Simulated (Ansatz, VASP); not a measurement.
## Sn in VASP and in Ansatz

Contents of INCAR:

```
SYSTEM = Sn
PREC = Accurate
ENCUT = 520
EDIFF = 1E-6
ISMEAR = -1
SIGMA = 0.1
LREAL = .FALSE.
LASPH = .TRUE.
NELM = 80
ALGO = Normal
ISIF = 2
LWAVE = .FALSE.
LCHARG = .FALSE.
GGA = RP
NBANDS = 13
```

The input KPOINTS:

```
regular mesh
0
G
  13 13 13
  0 0 0
```

File POSCAR:

```
Sn
1.0
    0.0000000000      2.5295513573      2.5295513573
    2.5295513573      0.0000000000      2.5295513573
    2.5295513573      2.5295513573      0.0000000000
Sn
1
Direct
    0.0000000000      0.0000000000      0.0000000000
```

Input for Ansatz:

```yaml
crystal:
  lattice:
    - [0.0, 2.5295513573, 2.5295513573]
    - [2.5295513573, 0.0, 2.5295513573]
    - [2.5295513573, 2.5295513573, 0.0]
  atoms:
    - { symbol: Sn, position: [0.0, 0.0, 0.0] }
hamiltonian:
  xc: rpbe
  pseudopotentials:
    kind: paw
    azcp:
      Sn: "pseudopotentials/Sn.paw.azcp"
basis:
  ecutwfc: 420
  fft_grid_basis: typed
kpoints:
  mp_grid: { grid: [13, 13, 13], shift: [0, 0, 0] }
magnetization:
  spin_polarized: false
scf:
  occupations: { method: fermi_dirac, width: 0.1 }
  lower_state_search: "off"
output:
  stress: true
  write_density: true
  write_potential: true
  elf: true
  volumetric_format: npy
```

Alike in both runs: task single point; functional RPBE; k mesh 13 × 13 × 13; occupations fermi-dirac, width 0.1 eV; no spin polarisation.

```csv
,VASP,Ansatz
version,VASP 6.6.1,Ansatz 0.2.0
potentials or method,"VASP PAW PBE potentials, release 64 (Sn_d), cutoff 520 eV","plane waves (420 eV) with PAW, scalar-relativistic"
valence electrons in the cell,14,14
```

Ansatz gave:

| Item | Value |
| --- | --- |
| pressure (GPa) | -3.7 |

Q: Which values does VASP return?

A: Pressure (GPa): -3.6.

VASP's potentials were made for PBE, not for RPBE. With one functional, cell and mesh, what is left measures potentials, basis and numerics.
